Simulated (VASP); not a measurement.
AlGa3N4: single point with r2SCAN

AlGa3N4:

```xyz
8
Lattice="4.4653 0.0000 0.0000 0.0000 4.4653 0.0000 0.0000 0.0000 4.5770" Properties=species:S:1:pos:R:3 pbc="T T T"
Al    0.0000    0.0000    0.0000
Ga    2.2327    2.2327    0.0000
Ga    2.2327    0.0000    2.2885
Ga    0.0000    2.2327    2.2885
N     3.3729    3.3729    1.1198
N     3.3729    1.0924    3.4572
N     1.0924    3.3729    3.4572
N     1.0924    1.0924    1.1198
```

This cell differs from its parent crystal: strain +0.000 along x and y, +0.025 along z.

```yaml
Program: VASP 6.6.1
Task: single point
Functional: r2SCAN
Potentials_or_basis: VASP PAW PBE potentials, release 64 (Al, Ga_d, N)
Cutoff: 520 eV
k_mesh: 6 × 6 × 6
Occupations: gaussian, width 0.05 eV
Spin: no spin polarisation
Dipole_correction: no
Further_INCAR_settings: ALGO = Normal; EDIFF = 1e-06; NBANDS = 41
```

```
Pressure               : -4.1 GPa
Largest force          : 0.077 eV/Å
Band gap on the k mesh : 2.60 eV, direct
```

Forces in eV/Å, atoms in the order of the input:
```
Al   0.000  0.000  0.000
Ga   0.000  0.000  0.000
Ga   0.000  0.000  0.000
Ga   0.000  0.000  0.000
N    0.052  0.052 -0.025
N    0.052 -0.052  0.025
N   -0.052  0.052  0.025
N   -0.052 -0.052 -0.025
```

Stress tensor (GPa, compression positive):
```
-2.95  0.00  0.00
 0.00 -2.95  0.00
 0.00  0.00 -6.42
```

Levels at points of the mesh, in eV from the valence-band top:
| k point | band 29 | band 30 | band 31 | band 32 | band 33 | band 34 |
| --- | --- | --- | --- | --- | --- | --- |
| (0.00, 0.00, 0.00) | -0.11 | 0.00 | 0.00 | 2.60 | 3.82 | 3.82 |
| (0.50, 0.00, 0.00) | -1.54 | -1.28 | -1.23 | 5.31 | 5.42 | 6.75 |
| (0.50, 0.50, 0.00) | -0.89 | -0.89 | -0.53 | 7.12 | 7.29 | 7.29 |
| (0.00, 0.00, 0.50) | -1.44 | -1.13 | -1.13 | 5.27 | 5.34 | 6.56 |
| (0.50, 0.00, 0.50) | -1.06 | -1.03 | -0.69 | 7.03 | 7.19 | 7.23 |
| (0.50, 0.50, 0.50) | -0.73 | -0.67 | -0.61 | 5.32 | 5.32 | 5.34 |

It took 7.8 min on 1 thread of Intel(R) Xeon(R) Platinum 8259CL CPU @ 2.50GHz (Skylake/Cascade Lake), with other jobs on the host, peak memory 0.3 GiB.

Caveat: the cell differs from its parent crystal (strain +0.000 along x and y, +0.025 along z); the PAW data sets were made with another functional, which shifts forces and pressure a little.
